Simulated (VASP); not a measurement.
# MgS in VASP: further runs, part 2 of 2

VASP 6.6.1.

## Step 4: Single point, r2SCAN (shear xy strain -5.0%)

Contents of POSCAR:

```
MgS
1.0
   -0.0643875689      2.6015179373      2.6015179373
    2.6015179373     -0.0643875689      2.6015179373
    2.5371303683      2.5371303683      0.0000000000
Mg S
1 1
Direct
    0.0000000000      0.0000000000      0.0000000000
    0.5000000000      0.5000000000      0.5000000000
```

Contents of INCAR.step1:

```
  ALGO = Normal
  EDIFF = 1E-4
  ENCUT = 520
  GGA = PE
  ISMEAR = 0
  LASPH = True
  LCHARG = False
  LREAL = False
  LWAVE = True
  NBANDS = 11
  NELM = 100
  PREC = Accurate
  SIGMA = 0.01
```

Contents of INCAR.step2:

```
  ALGO = Normal
  EDIFF = 1E-7
  ENCUT = 520
  ISIF = 2
  ISMEAR = 0
  ISTART = 1
  LASPH = True
  LCHARG = False
  LMIXTAU = True
  LREAL = False
  LWAVE = False
  METAGGA = R2SCAN
  NBANDS = 11
  NELM = 100
  PREC = Accurate
  SIGMA = 0.01
```

Contents of KPOINTS:

```
k-points
0
Gamma
  8 8 8
```

Command:

```bash
cat potpaw_PBE.64/Mg/POTCAR potpaw_PBE.64/S/POTCAR > POTCAR
cp INCAR.step1 INCAR
mpirun -np 1 vasp_std > vasp.out
cp INCAR.step2 INCAR
mpirun -np 1 vasp_std > vasp.out
```

Wall time 87 s (1 thread of Intel Xeon Platinum 8559C (Emerald Rapids), shared host); peak memory 0.18 GiB.

The run converged. Its results:

```
Free energy            : -15.4943 eV
Pressure               : -0.4 GPa
Band gap on the k mesh : 3.08 eV (least direct gap 4.33 eV)
```

Stress tensor (GPa, compression positive):
```
-0.34  3.01  0.00
 3.01 -0.34  0.00
 0.00  0.00 -0.57
```

Levels at points of the mesh, in eV from the valence-band top:
```csv
k point,band 1,band 2,band 3,band 4,band 5,band 6,band 7,band 8,band 9
"(0.00, 0.00, 0.00)",-13.43,-0.47,-0.25,0.00,4.33,7.87,8.34,8.72,10.70
"(0.50, 0.00, 0.00)",-12.16,-5.21,-0.85,-0.63,5.14,7.32,7.64,11.01,12.90
"(0.50, 0.50, 0.00)",-11.71,-4.52,-2.29,-1.64,3.08,4.80,12.90,13.28,14.23
"(0.00, 0.00, 0.50)",-12.03,-5.04,-1.07,-0.89,4.77,6.92,7.24,10.92,13.02
"(0.50, 0.00, 0.50)",-11.70,-4.52,-1.97,-1.97,3.19,4.68,12.68,13.16,14.29
```

Caveat: the cell differs from its parent crystal (shear xy strain -5.0%); the PAW data sets were made with another functional, which shifts forces and pressure a little.

## Step 5: Single point, HSE06 (biaxial xy strain -0.3%)

Contents of POSCAR:

```
MgS
1.0
    0.0000000000      2.5929329281      2.6015179373
    2.5929329281      0.0000000000      2.6015179373
    2.5929329281      2.5929329281      0.0000000000
Mg S
1 1
Direct
    0.0000000000      0.0000000000      0.0000000000
    0.5000000000      0.5000000000      0.5000000000
```

Contents of INCAR.step1:

```
  ALGO = Normal
  EDIFF = 1E-5
  ENCUT = 520
  GGA = PE
  ISIF = 2
  ISMEAR = 0
  LASPH = T
  LCHARG = F
  LREAL = F
  LWAVE = T
  NBANDS = 11
  NELM = 80
  PREC = Accurate
  SIGMA = 0.01
```

Contents of INCAR.step2:

```
  ALGO = Normal
  EDIFF = 1E-7
  ENCUT = 520
  GGA = PE
  HFSCREEN = 0.2079
  ISIF = 2
  ISMEAR = 0
  ISTART = 1
  LASPH = T
  LCHARG = F
  LHFCALC = T
  LREAL = F
  LWAVE = F
  NBANDS = 11
  NELM = 80
  PREC = Accurate
  PRECFOCK = Normal
  SIGMA = 0.01
```

Contents of KPOINTS:

```
k-points
0
Gamma
  6 6 6
```

Command:

```bash
cat potpaw_PBE.64/Mg/POTCAR potpaw_PBE.64/S/POTCAR > POTCAR
cp INCAR.step1 INCAR
mpirun -np 1 vasp_std > vasp.out
cp INCAR.step2 INCAR
mpirun -np 1 vasp_std > vasp.out
```

It took 16 min on 1 thread of Intel Xeon Platinum 8559C (Emerald Rapids), shared host; peak memory 0.27 GiB.

Results (log left out):

```yaml
Free_energy: -9.8875 eV
Pressure: -0.2 GPa
Band_gap_on_the_k_mesh: 3.75 eV (least direct gap 4.84 eV)
```

Stress tensor (GPa, compression positive):
```
-0.07  0.00  0.00
 0.00 -0.07  0.00
 0.00  0.00 -0.42
```

Levels at points of the mesh, in eV from the valence-band top:
```tsv
k point	band 2	band 3	band 4	band 5	band 6	band 7
(0.00, 0.00, 0.00)	-0.02	-0.02	0.00	4.84	9.07	9.10
(0.50, 0.00, 0.00)	-5.32	-0.67	-0.66	5.56	8.03	8.07
(0.50, 0.50, 0.00)	-4.65	-1.86	-1.86	3.77	5.32	13.56
(0.50, 0.00, 0.50)	-4.64	-1.89	-1.86	3.75	5.30	13.59
```

Caveat: the cell differs from its parent crystal (biaxial xy strain -0.3%); the PAW data sets were made with another functional, which shifts forces and pressure a little.

## Step 6: Single point, HSE06 (shear xy strain -5.0%)

Contents of POSCAR:

```
MgS
1.0
   -0.0643875689      2.6015179373      2.6015179373
    2.6015179373     -0.0643875689      2.6015179373
    2.5371303683      2.5371303683      0.0000000000
Mg S
1 1
Direct
    0.0000000000      0.0000000000      0.0000000000
    0.5000000000      0.5000000000      0.5000000000
```

Contents of INCAR.step1:

```
SYSTEM = MgS
ALGO = Normal ; EDIFF = 1E-5
ENCUT = 520 ; GGA = PE
ISIF = 2 ; ISMEAR = 0
LASPH = .True. ; LCHARG = .False.
LREAL = .False. ; LWAVE = .True.
NBANDS = 11 ; NELM = 100
PREC = Accurate ; SIGMA = 0.01
```

Contents of INCAR.step2:

```
SYSTEM = MgS
ALGO = Normal ; EDIFF = 1E-6
ENCUT = 520 ; GGA = PE
HFSCREEN = 0.2079 ; ISIF = 2
ISMEAR = 0 ; ISTART = 1
LASPH = .True. ; LCHARG = .False.
LHFCALC = .True. ; LREAL = .False.
LWAVE = .False. ; NBANDS = 11
NELM = 100 ; PREC = Accurate
PRECFOCK = Normal ; SIGMA = 0.01
```

Contents of KPOINTS:

```
k-points
0
Gamma
  6 6 6
  0 0 0
```

Potentials or basis: VASP PAW PBE potentials, release 64 (Mg, S).

Command:

```bash
cat potpaw_PBE.64/Mg/POTCAR potpaw_PBE.64/S/POTCAR > POTCAR
cp INCAR.step1 INCAR
mpirun -np 1 vasp_std > vasp.out
cp INCAR.step2 INCAR
mpirun -np 1 vasp_std > vasp.out
```

Run time: 20 min. Hardware: 1 thread of Intel Xeon Platinum 8559C (Emerald Rapids), shared host; peak memory 0.29 GiB.

Results (log left out):

| Item | Value |
| --- | --- |
| Free energy | -9.8714 eV |
| Pressure | -0.7 GPa |
| Band gap on the k mesh | 3.41 eV (least direct gap 4.51 eV) |

Stress tensor (GPa, compression positive):
```
-0.59  2.89  0.00
 2.89 -0.59  0.00
 0.00  0.00 -0.81
```

Levels at points of the mesh, in eV from the valence-band top:
| k point | band 1 | band 2 | band 3 | band 4 | band 5 | band 6 | band 7 | band 8 |
| --- | --- | --- | --- | --- | --- | --- | --- | --- |
| (0.00, 0.00, 0.00) | -14.21 | -0.47 | -0.25 | 0.00 | 4.51 | 8.44 | 8.91 | 9.31 |
| (0.50, 0.00, 0.00) | -12.84 | -5.60 | -0.87 | -0.66 | 5.48 | 7.86 | 8.20 | 11.39 |
| (0.50, 0.50, 0.00) | -12.37 | -4.84 | -2.41 | -1.75 | 3.41 | 5.21 | 13.28 | 14.13 |
| (0.00, 0.00, 0.50) | -12.70 | -5.43 | -1.09 | -0.91 | 5.12 | 7.46 | 7.80 | 11.27 |
| (0.50, 0.00, 0.50) | -12.35 | -4.84 | -2.09 | -2.08 | 3.51 | 5.09 | 13.07 | 14.02 |

Caveat: the cell differs from its parent crystal (shear xy strain -5.0%); the PAW data sets were made with another functional, which shifts forces and pressure a little. A k mesh can miss the band edges.

## Step 7: The runs side by side

| level | cell | k mesh | smearing | grid for exact exchange (PRECFOCK) | share of exact exchange | screening parameter | gap on the mesh (eV) | pressure (GPa) |
| --- | --- | --- | --- | --- | --- | --- | --- | --- |
| PBE | a = 3.673, b = 3.673, c = 3.667 Å, angles 60.1, 60.1, 59.9°, 2 atoms | 8 × 8 × 8 | fermi-dirac 0.02 eV | - | - | - | 2.77 | 1.4 |
| r2SCAN | a = 3.673, b = 3.673, c = 3.667 Å, angles 60.1, 60.1, 59.9°, 2 atoms | 8 × 8 × 8 | gaussian 0.01 eV | - | - | - | 3.43 | 0.1 |
| r2SCAN | a = 3.680, b = 3.680, c = 3.588 Å, angles 60.8, 60.8, 61.6°, 2 atoms | 8 × 8 × 8 | gaussian 0.01 eV | - | - | - | 3.08 | -0.4 |
| HSE06 | a = 3.673, b = 3.673, c = 3.667 Å, angles 60.1, 60.1, 59.9°, 2 atoms | 6 × 6 × 6 | gaussian 0.01 eV | Normal | 0.25 | 0.2079 1/Å | 3.75 | -0.2 |
| HSE06 | a = 3.680, b = 3.680, c = 3.588 Å, angles 60.8, 60.8, 61.6°, 2 atoms | 6 × 6 × 6 | gaussian 0.01 eV | Normal | 0.25 | 0.2079 1/Å | 3.41 | -0.7 |

Alike in all rows: task single point; potentials or basis VASP PAW PBE potentials, release 64 (Mg, S); no spin polarisation; cutoff (eV) 520.

Caveats: the PAW data sets were made with another functional, which shifts forces and pressure a little (at least some runs).

Total energies depend on the potentials used, so only differences within one code and one set of settings carry meaning.
